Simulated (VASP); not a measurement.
# InGa3As2 (P4/mmm) in VASP: a series of runs, part 2 of 2

VASP 6.6.1. Earlier steps stand in the parts before.

### 3 Single point, PBE

This run uses another cell than the first one, of 34.25 Å³/atom, 1.367 times its volume.

Contents of INCAR:

```
SYSTEM = InGa3As2
ALGO = Fast
EDIFF = 1E-7
ENCUT = 520
GGA = PE
ISIF = 2
ISMEAR = 0
LASPH = .True.
LCHARG = .False.
LREAL = .False.
LWAVE = .False.
NBANDS = 40
NELM = 80
PREC = Accurate
SIGMA = 0.1
```

Contents of KPOINTS:

```
k-points
0
Gamma
  4 4 4
  0 0 0
```

Contents of POSCAR:

```
InGa3As2
1.0
    5.0822795098      0.0000000000      0.0000000000
    0.0000000000      5.0822795098      0.0000000000
    0.0000000000      0.0000000000      7.9566746331
In Ga As
1 3 2
Direct
    0.5000000000      0.5000000000      0.0000000000
    0.0000000000      0.5000000000      0.5000000000
    0.5000000000      0.0000000000      0.5000000000
    0.0000000000      0.0000000000      0.5000000000
    0.5000000000      0.5000000000      0.3220440665
    0.5000000000      0.5000000000      0.6779559335
```

Potentials or basis: VASP PAW PBE potentials, release 64 (In_d, Ga_d, As).

Started as:

```sh
$ cat potpaw_PBE.64/In_d/POTCAR potpaw_PBE.64/Ga_d/POTCAR potpaw_PBE.64/As/POTCAR > POTCAR
$ mpirun -np 1 vasp_std > vasp.out
```

OUTCAR:

```text
SYSTEM = InGa3As2
   EDIFF = 1E-7
   ENCUT = 520
   GGA = PE
   ISIF = 2
   ISMEAR = 0
   LASPH = .True.
   LREAL = .False.
   NELM = 80
   PREC = Accurate

 ion  position               nearest neighbor table
   1  0.500  0.500  0.000-   5 2.56   6 2.56
   2  0.000  0.500  0.500-   4 2.54   4 2.54   6 2.91   5 2.91   5 2.91   6 2.91
   3  0.500  0.000  0.500-   4 2.54   4 2.54   6 2.91   5 2.91   6 2.91   5 2.91
   4  0.000  0.000  0.500-   2 2.54   3 2.54   2 2.54   3 2.54
   5  0.500  0.500  0.322-   1 2.56   6 2.83   3 2.91   2 2.91   3 2.91   2 2.91
   6  0.500  0.500  0.678-   1 2.56   5 2.83   3 2.91   2 2.91   3 2.91   2 2.91

  LATTYP: Found a simple tetragonal cell.
 ALAT       =     5.0822795098
 C/A-ratio  =     1.5655720268

  Lattice vectors:

 A1 = (   5.0822795098,   0.0000000000,   0.0000000000)
 A2 = (   0.0000000000,   5.0822795098,   0.0000000000)
 A3 = (   0.0000000000,   0.0000000000,   7.9566746331)

Analysis of symmetry for initial positions (statically):
=====================================================================
 Subroutine PRICEL returns:
 Original cell was already a primitive cell.

 Routine SETGRP: Setting up the symmetry group for a
 simple tetragonal supercell.

 Subroutine GETGRP returns: Found 16 space group operations
 (whereof 16 operations were pure point group operations)
 out of a pool of 16 trial point group operations.

The static configuration has the point symmetry D_4h.

Analysis of symmetry for dynamics (positions and initial velocities):
=====================================================================
 Subroutine PRICEL returns:
 Original cell was already a primitive cell.

 Routine SETGRP: Setting up the symmetry group for a
 simple tetragonal supercell.

 Subroutine GETGRP returns: Found 16 space group operations
 (whereof 16 operations were pure point group operations)
 out of a pool of 16 trial point group operations.

[... 122 lines left out ...]
  volume/ion in A,a.u.               =      34.25       231.15
  Fermi-wavevector in a.u.,A,eV,Ry     =   1.097967  2.074856 16.402243  1.205531
  Thomas-Fermi vector in A             =   2.234336
   LORBIT       =      0    0 simple, 1 ext, 2 COOP (PROOUT), +10 PAW based schemes
   GGA     = PE    functional components
   LHFCALC =     F    Hartree Fock is set to
   AEXX    =    0.0000 exact exchange contribution
   IVDW    =     0    specifies the selected vdW correction
   LEPSILON=     F    determine dielectric tensor
   LRPA    =     F    only Hartree local field effects (RPA)
 non-spin polarized calculation
 RMM-DIIS sequential band-by-band and
 Gauss-broadening in eV      SIGMA  =   0.10
  energy-cutoff  :      520.00
  volume of cell :      205.52
 maximum number of plane-waves:      5561
 NGX is ok and might be reduce to    40
   NGX = 19   NGY = 19   NGZ = 29

 number of electron      62.0000030 magnetization

 Free energy of the ion-electron system (eV)
  ---------------------------------------------------
  ext. energy  EPLUGINS =         0.00000000
  ---------------------------------------------------
  free energy    TOTEN  =       -18.65838639 eV

  energy without entropy =      -18.64817098  energy(sigma->0) =      -18.65327869

 E-fermi :   1.8225     XC(G=0):  -7.6906

 val. band max:        1.7943607870   @ k =   0.0000   0.0000   0.0000
 cond. band min:       1.8908363574   @ k =   0.5000   0.2500   0.2500
 fundamental gap:      0.0964755704
 Fermi energy:         1.8224818199

 k-point     1 :       0.0000    0.0000    0.0000
  band No.  band energies     occupation
      1     -13.3831      2.00000
      2     -13.3283      2.00000
      3     -13.2046      2.00000
      4     -13.2046      2.00000
      5     -13.1708      2.00000
      6     -13.1467      2.00000
[... 763 lines left out ...]
     39       7.4351      0.00000
     40       7.4653      0.00000

------------------------ aborting loop because EDIFF is reached ----------------------------------------

  FORCE on cell =-STRESS in cart. coord.  units (eV):
  Direction    XX          YY          ZZ          XY          YZ          ZX
  --------------------------------------------------------------------------------------
  -------------------------------------------------------------------------------------
  Total        0.1895864      0.1895864      0.3698801      0.0000000      0.0000000      0.0000000
  in kB        1.4779820      1.4779820      2.8835193      0.0000000      0.0000000      0.0000000
  external PRESSURE =       1.9464944 kB  Pullay stress =       0.0000000 kB

 VOLUME and BASIS-vectors are now :
 -----------------------------------------------------------------------------
  energy-cutoff  :      520.00
  volume of cell :      205.52
      direct lattice vectors                 reciprocal lattice vectors
     5.082279510  0.000000000  0.000000000     0.196762102  0.000000000  0.000000000
     0.000000000  5.082279510  0.000000000     0.000000000  0.196762102  0.000000000
     0.000000000  0.000000000  7.956674633     0.000000000  0.000000000  0.125680645

 POSITION                                       TOTAL-FORCE (eV/Angst)
 -----------------------------------------------------------------------------------
      2.54114      2.54114      0.00000         0.000000     -0.000000      0.000000
      0.00000      2.54114      3.97834         0.000000     -0.000000      0.000000
      2.54114      0.00000      3.97834         0.000000     -0.000000      0.000000
      0.00000      0.00000      3.97834         0.000000     -0.000000      0.000000
      2.54114      2.54114      2.56240         0.000000      0.000000     -0.017069
      2.54114      2.54114      5.39427        -0.000000      0.000000      0.017069
 -----------------------------------------------------------------------------------
    total drift:                               -0.000000      0.000000     -0.000000

  FREE ENERGIE OF THE ION-ELECTRON SYSTEM (eV)
  ---------------------------------------------------
  free  energy   TOTEN  =       -18.6583863930 eV

  energy  without entropy=      -18.6481709781  energy(sigma->0) =      -18.65327869
```

stdout:

```text
POSCAR found type information on POSCAR InGaAs
 POSCAR found :  3 types and       6 ions
 scaLAPACK will be used
 LDA part: xc-table for (Slater+PW92), standard interpolation
 POSCAR, INCAR and KPOINTS ok, starting setup
 FFT: planning ... GRIDC
 FFT: planning ... GRID_SOFT
 FFT: planning ... GRID
 WAVECAR not read
 entering main loop
```

It took 1.9 min on 1 thread of Intel Xeon 6975P-C (Granite Rapids), shared host; peak memory 0.38 GiB.

Results:

```
Free energy            : -18.6584 eV
Pressure               : 0.2 GPa
Largest force          : 0.017 eV/Å
Band gap on the k mesh : zero (band 31 reaches 2.86 eV, above the bottom of band 32 at 1.32 eV)
```

Forces in eV/Å, atoms in the order of the input:
```
In   0.000  0.000  0.000
Ga   0.000  0.000  0.000
Ga   0.000  0.000  0.000
Ga   0.000  0.000  0.000
As   0.000  0.000 -0.017
As   0.000  0.000  0.017
```

Caveat: spin-orbit coupling is left out, which moves the levels of the heavy elements.
